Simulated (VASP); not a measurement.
Input of a VASP 6.6.1 run:

INCAR

```
SYSTEM = KBr
  PREC = Accurate
  ENCUT = 500
  EDIFF = 1E-6
  ISMEAR = 1
  SIGMA = 0.001
  LREAL = .FALSE.
  LASPH = .TRUE.
  NELM = 120
  ALGO = Normal
  ISIF = 2
  LWAVE = .FALSE.
  LCHARG = .FALSE.
  GGA = PS
  NBANDS = 15
  GGA_COMPAT = .FALSE.
```

The input KPOINTS:

```
regular mesh
0
G
  4 4 4
  0 0 0
```

File POSCAR:

```
KBr
1.0
    0.0000000000      3.3024386828      3.3024386828
    3.3024386828      0.0000000000      3.3024386828
    3.3024386828      3.3024386828      0.0000000000
K Br
1 1
Direct
    0.0000000000      0.0000000000      0.0000000000
    0.5000000000      0.5000000000      0.5000000000
```

Potentials or basis: VASP PAW PBE potentials, release 64 (K_sv, Br).

Launch:

```sh
$ cat potpaw_PBE.64/K_sv/POTCAR potpaw_PBE.64/Br/POTCAR > POTCAR
$ mpirun -np 1 vasp_std > vasp.out
```

(1) Estimate the band gap on the k mesh.

(2) What does it give for the pressure?

Results:

(1) 4.27 eV.

(2) -0.3 GPa.

Caveat: the PAW data sets were made with another functional, which shifts forces and pressure a little.
